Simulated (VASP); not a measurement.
# TaN (P-6m2) in VASP: further runs

TaN is run at these levels: PBE+U, PBEsol; tasks: single point, elastic constants, density of states.

Everything below comes from runs of VASP 6.6.1. Logs are shortened: lines on timing, memory, paths and dates and some standing lists are left out, and cuts for length are marked.

## 1. The cell of the first run

The structure is hexagonal, space group P-6m2 (No. 187). Conventional cell: a = 2.938 Å, b = 2.938 Å, c = 2.883 Å, α = 90.00°, β = 90.00°, γ = 120.00°. Within 2.9 Å of Ta (site symmetry -6m2) lie 6 N at 2.23 Å and 2 Ta at 2.88 Å. Within 2.9 Å of N (site symmetry -6m2) lie 6 Ta at 2.23 Å and 2 N at 2.88 Å.

## 2. Single point, PBE+U, non-collinear spin, zero start, spin-orbit coupling

INCAR

```
PREC = Accurate ; ENCUT = 520
EDIFF = 1E-6 ; ISMEAR = 1
SIGMA = 0.01 ; LREAL = F
LASPH = T ; NELM = 150
ALGO = Normal ; ISIF = 2
LWAVE = F ; LCHARG = F
LNONCOLLINEAR = T ; MAGMOM = 0 0 0 0 0 0
LORBIT = 11 ; LSORBIT = T
GGA_COMPAT = F ; LORBMOM = T
LMAXMIX = 4 ; LDAU = T
LDAUTYPE = 2 ; LDAUL = 2 -1
LDAUU = 6.2 0 ; LDAUJ = 0 0
LDAUPRINT = 1 ; GGA = PE
NBANDS = 28
```

KPOINTS

```
regular mesh
0
Gamma
  10 10 9
```

POSCAR

```
TaN
1.0
    2.9380000000      0.0000000000      0.0000000000
   -1.4690000000      2.5443826363      0.0000000000
    0.0000000000      0.0000000000      2.8830000000
Ta N
1 1
Direct
    0.0000000000      0.0000000000      0.5000000000
    0.6666666667      0.3333333333      0.0000000000
```

Potentials or basis: VASP PAW PBE potentials, release 64 (Ta_pv, N).

Run with:

```bash
$ cat potpaw_PBE.64/Ta_pv/POTCAR potpaw_PBE.64/N/POTCAR > POTCAR
$ mpirun -np 1 vasp_ncl > vasp.out
```

OUTCAR:

```text
PREC = Accurate
   ENCUT = 520
   EDIFF = 1E-6
   ISMEAR = 1
   LREAL = F
   LASPH = T
   NELM = 150
   ISIF = 2
   LNONCOLLINEAR = T
   LORBIT = 11
   LSORBIT = T
   GGA = PE

 ion  position               nearest neighbor table
   1  0.000  0.000  0.500-   2 2.23   2 2.23   2 2.23   2 2.23   2 2.23   2 2.23
   2  0.667  0.333  0.000-   1 2.23   1 2.23   1 2.23   1 2.23   1 2.23   1 2.23

  LATTYP: Found a hexagonal cell.
 ALAT       =     2.9380000000
 C/A-ratio  =     0.9812797822

  Lattice vectors:

 A1 = (   2.9380000000,   0.0000000000,   0.0000000000)
 A2 = (  -1.4690000000,   2.5443826363,   0.0000000000)
 A3 = (   0.0000000000,   0.0000000000,   2.8830000000)

Analysis of symmetry for initial positions (statically):
=====================================================================
 Subroutine PRICEL returns:
 Original cell was already a primitive cell.

 Routine SETGRP: Setting up the symmetry group for a
 hexagonal supercell.

 Subroutine GETGRP returns: Found 12 space group operations
 (whereof 12 operations were pure point group operations)
 out of a pool of 24 trial point group operations.

The static configuration has the point symmetry D_3h.

Analysis of symmetry for dynamics (positions and initial velocities):
=====================================================================
 Subroutine PRICEL returns:
 Original cell was already a primitive cell.

 Routine SETGRP: Setting up the symmetry group for a
 hexagonal supercell.

 Subroutine GETGRP returns: Found 12 space group operations
 (whereof 12 operations were pure point group operations)
 out of a pool of 24 trial point group operations.

The dynamic configuration has the point symmetry D_3h.

Analysis of structural, dynamic, and magnetic symmetry:
=====================================================================
 Subroutine PRICEL returns:
 Original cell was already a primitive cell.

 Routine SETGRP: Setting up the symmetry group for a
 hexagonal supercell.

 Subroutine GETGRP returns: Found 12 space group operations
 (whereof 12 operations were pure point group operations)
 out of a pool of 24 trial point group operations.

The overall configuration has the point symmetry D_3h.

 Subroutine INISYM returns: Found 12 space group operations
 (whereof 12 operations are pure point group operations),
 and found     1 'primitive' translations

----------------------------------------------------------------------------------------

                                     Primitive cell

  volume of cell :      21.5516

  direct lattice vectors                    reciprocal lattice vectors
     2.938000000  0.000000000  0.000000000     0.340367597  0.196511324  0.000000000
    -1.469000000  2.544382636  0.000000000     0.000000000  0.393022648  0.000000000
     0.000000000  0.000000000  2.883000000     0.000000000  0.000000000  0.346860909

  length of vectors
     2.938000000  2.938000000  2.883000000     0.393022648  0.393022648  0.346860909

  position of ions in fractional coordinates (direct lattice)
     0.000000000  0.000000000  0.500000000
     0.666666667  0.333333333  0.000000000

  ion indices of the primitive-cell ions
   primitive index   ion index
                 1           1
                 2           2

----------------------------------------------------------------------------------------

 KPOINTS: regular mesh

Automatic generation of k-mesh.
 Grid dimensions read from file:
 generate k-points for:   10   10    9

 Generating k-lattice:

  Cartesian coordinates                     Fractional coordinates (reciprocal lattice)
     0.034036760  0.019651132  0.000000000     0.100000000  0.000000000  0.000000000
     0.000000000  0.039302265  0.000000000     0.000000000  0.100000000  0.000000000
[... 150 lines left out ...]
  o =  0.3066  v = -0.0000  0.0015 -0.0000 -0.1148  0.0000 -0.0000 -0.0067  0.9849 -0.0000 -0.0000      0.0000  0.1148  0.0576  0.0015 -0.0000 -0.0000 -0.0000 -0.0132  0.0067  0.0000
  o =  0.3066  v =  0.0000  0.0001  0.0000 -0.0067 -0.0000 -0.0000  0.1148  0.0576  0.0000 -0.0000      0.0000  0.0067 -0.9850  0.0001  0.0000 -0.0000  0.0000 -0.0008 -0.1148  0.0000

 number of electron      16.0000001 magnetization       0.0000000     -0.0000000      0.0000000

 Free energy of the ion-electron system (eV)
  ---------------------------------------------------
  ext. energy  EPLUGINS =         0.00000000
  ---------------------------------------------------
  free energy    TOTEN  =       -17.58260630 eV

  energy without entropy =      -17.58261149  energy(sigma->0) =      -17.58260803

 E-fermi :   9.5827     XC(G=0): -13.3656

 val. band max:        9.4757512453   @ k =   0.0000   0.0000   0.3333
 cond. band min:       9.5908891551   @ k =   0.1000  -0.0000   0.4444
 fundamental gap:      0.1151379098
 Fermi energy:         9.5827119470

 k-point     1 :       0.0000    0.0000    0.0000
  band No.  band energies     occupation
      1     -32.3877      1.00000
      2     -32.3877      1.00000
      3     -24.5171      1.00000
      4     -24.5171      1.00000
      5     -24.3271      1.00000
      6     -24.3271      1.00000
[... 733 lines left out ...]
     27      20.7926      0.00000
     28      20.7929      0.00000

 [... further k-points ...]
[... 5 lines left out ...]
  --------------------------------------------------------------------------------------
  -------------------------------------------------------------------------------------
  Total        3.4100646      3.4100646      3.8600454      0.0000000      0.0000000      0.0000000
  in kB      253.5095511    253.5095511    286.9618333      0.0000000      0.0000000      0.0000000
  external PRESSURE =     264.6603118 kB  Pullay stress =       0.0000000 kB

 VOLUME and BASIS-vectors are now :
 -----------------------------------------------------------------------------
  energy-cutoff  :      520.00
  volume of cell :       21.55
      direct lattice vectors                 reciprocal lattice vectors
     2.938000000  0.000000000  0.000000000     0.340367597  0.196511324  0.000000000
    -1.469000000  2.544382636  0.000000000     0.000000000  0.393022648  0.000000000
     0.000000000  0.000000000  2.883000000     0.000000000  0.000000000  0.346860909

 POSITION                                       TOTAL-FORCE (eV/Angst)
 -----------------------------------------------------------------------------------
      0.00000      0.00000      1.44150        -0.000000      0.000000      0.000000
      1.46900      0.84813      0.00000         0.000000     -0.000000      0.000000
 -----------------------------------------------------------------------------------
    total drift:                               -0.000000      0.000000      0.000000

  FREE ENERGIE OF THE ION-ELECTRON SYSTEM (eV)
  ---------------------------------------------------
  free  energy   TOTEN  =       -17.5826062972 eV

  energy  without entropy=      -17.5826114915  energy(sigma->0) =      -17.58260803

 orbital moment (x)

 # of ion     p       d       tot
 ----------------------------------------
  1        -0.000   0.000   0.000
  2         0.000   0.000   0.000
 ----------------------------------------
            0.000   0.000   0.000

 orbital moment (y)

 # of ion     p       d       tot
 ----------------------------------------
  1         0.000  -0.000  -0.000
  2         0.000   0.000   0.000
 ----------------------------------------
            0.000  -0.000  -0.000

 orbital moment (z)

 # of ion     p       d       tot
 ----------------------------------------
  1         0.000   0.000   0.000
  2         0.000   0.000   0.000
 ----------------------------------------
            0.000   0.000   0.000

 Spin-Orbit-Coupling matrix elements

 Ion:    1  E_soc:     -1.3226215
 l=   1
     0.0000000    -0.1995818    -0.2033123
    -0.1995818     0.0000000    -0.1995818
    -0.2033123    -0.1995818     0.0000000
 l=   2
     0.0000000    -0.0031731     0.0000000    -0.0031731    -0.0241937
    -0.0031731     0.0000000    -0.0101747    -0.0015992    -0.0031731
     0.0000000    -0.0101747     0.0000000    -0.0101747     0.0000000
    -0.0031731    -0.0015992    -0.0101747     0.0000000    -0.0031731
    -0.0241937    -0.0031731     0.0000000    -0.0031731     0.0000000
 l=   3
     0.0000000     0.0000000     0.0000000     0.0000000     0.0000000     0.0000000     0.0000000
     0.0000000     0.0000000     0.0000000     0.0000000     0.0000000     0.0000000     0.0000000
     0.0000000     0.0000000     0.0000000     0.0000000     0.0000000     0.0000000     0.0000000
     0.0000000     0.0000000     0.0000000     0.0000000     0.0000000     0.0000000     0.0000000
     0.0000000     0.0000000     0.0000000     0.0000000     0.0000000     0.0000000     0.0000000
     0.0000000     0.0000000     0.0000000     0.0000000     0.0000000     0.0000000     0.0000000
     0.0000000     0.0000000     0.0000000     0.0000000     0.0000000     0.0000000     0.0000000

 Ion:    2  E_soc:     -0.0005513
 l=   1
     0.0000000    -0.0000907    -0.0000942
    -0.0000907     0.0000000    -0.0000907
    -0.0000942    -0.0000907     0.0000000
 l=   2
     0.0000000     0.0000000     0.0000000     0.0000000     0.0000000
     0.0000000     0.0000000     0.0000000     0.0000000     0.0000000
     0.0000000     0.0000000     0.0000000     0.0000000     0.0000000
     0.0000000     0.0000000     0.0000000     0.0000000     0.0000000
     0.0000000     0.0000000     0.0000000     0.0000000     0.0000000
 l=   3
     0.0000000     0.0000000     0.0000000     0.0000000     0.0000000     0.0000000     0.0000000
     0.0000000     0.0000000     0.0000000     0.0000000     0.0000000     0.0000000     0.0000000
     0.0000000     0.0000000     0.0000000     0.0000000     0.0000000     0.0000000     0.0000000
     0.0000000     0.0000000     0.0000000     0.0000000     0.0000000     0.0000000     0.0000000
     0.0000000     0.0000000     0.0000000     0.0000000     0.0000000     0.0000000     0.0000000
     0.0000000     0.0000000     0.0000000     0.0000000     0.0000000     0.0000000     0.0000000
     0.0000000     0.0000000     0.0000000     0.0000000     0.0000000     0.0000000     0.0000000

 total charge

# of ion       s       p       d       tot
------------------------------------------
    1        0.326   6.292   2.220   8.838
    2        1.229   2.550   0.000   3.780
--------------------------------------------------
tot          1.555   8.842   2.220  12.617

 magnetization (x)

# of ion       s       p       d       tot
------------------------------------------
    1        0.000  -0.000   0.000   0.000
    2       -0.000   0.000   0.000   0.000
--------------------------------------------------
tot         -0.000   0.000   0.000   0.000

 magnetization (y)

# of ion       s       p       d       tot
------------------------------------------
    1        0.000   0.000  -0.000   0.000
    2        0.000   0.000   0.000   0.000
--------------------------------------------------
tot          0.000   0.000  -0.000   0.000

 magnetization (z)

# of ion       s       p       d       tot
------------------------------------------
    1       -0.000  -0.000  -0.000  -0.000
    2        0.000  -0.000   0.000  -0.000
--------------------------------------------------
tot         -0.000  -0.000  -0.000  -0.000
```

Run time: 62 s. Hardware: 1 thread of Intel Xeon Platinum 8559C (Emerald Rapids), shared host; peak memory 0.26 GiB.

Results:

| Item | Value |
| --- | --- |
| Free energy | -17.5826 eV |
| Pressure | 26.5 GPa |
| Net moment | 0.00 μB per cell |
| Valence electrons inside the program's atomic spheres | Ta 8.84; N 3.78 |

Moments on the atoms (μB; x, y, z):
```
Ta  0.00 0.00 0.00
N   0.00 0.00 0.00
```

(Part 1 of 2 ends here.)
